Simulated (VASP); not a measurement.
Input of a VASP 6.6.1 run:

Contents of INCAR:

```
SYSTEM = CO2
PREC = Accurate
ENCUT = 520
EDIFF = 1E-6
ISMEAR = -1
SIGMA = 0.02
LREAL = .False.
LASPH = .True.
NELM = 60
ALGO = Normal
ISIF = 2
LWAVE = .False.
LCHARG = .False.
GGA = PE
NBANDS = 44
```

File KPOINTS:

```
regular mesh
0
Gamma
  4 4 4
  0 0 0
```

Contents of POSCAR:

```
CO2
1.0
    5.6200000000      0.0000000000      0.0000000000
    0.0000000000      5.6200000000      0.0000000000
    0.0000000000      0.0000000000      5.6200000000
C O
4 8
Direct
    0.0000000000      0.0000000000      0.0000000000
    0.5000000000      0.0000000000      0.5000000000
    0.5000000000      0.5000000000      0.0000000000
    0.0000000000      0.5000000000      0.5000000000
    0.1200165075      0.1200165075      0.1200165075
    0.3799834925      0.8799834925      0.6200165075
    0.6200165075      0.3799834925      0.8799834925
    0.8799834925      0.6200165075      0.3799834925
    0.8799834925      0.8799834925      0.8799834925
    0.6200165075      0.1200165075      0.3799834925
    0.3799834925      0.6200165075      0.1200165075
    0.1200165075      0.3799834925      0.6200165075
```

Potentials or basis: VASP PAW PBE potentials, release 64 (C, O).

Run with:

```sh
$ cat potpaw_PBE.64/C/POTCAR potpaw_PBE.64/O/POTCAR > POTCAR
$ mpirun -np 1 vasp_std > vasp.out
```

Q: Estimate the pressure.

A: 2.9 GPa.

Q: Estimate the largest force.

A: 0.652 eV/Å.

Q: Predict the band gap on the k mesh.

A: 6.77 eV, direct.

Forces in eV/Å, atoms in the order of the input:
```
C    0.000  0.000  0.000
C    0.000  0.000  0.000
C    0.000  0.000  0.000
C    0.000  0.000  0.000
O    0.376  0.376  0.376
O   -0.376 -0.376  0.376
O    0.376 -0.376 -0.376
O   -0.376  0.376 -0.376
O   -0.376 -0.376 -0.376
O    0.376  0.376 -0.376
O   -0.376  0.376  0.376
O    0.376 -0.376  0.376
```

A k mesh can miss the band edges.
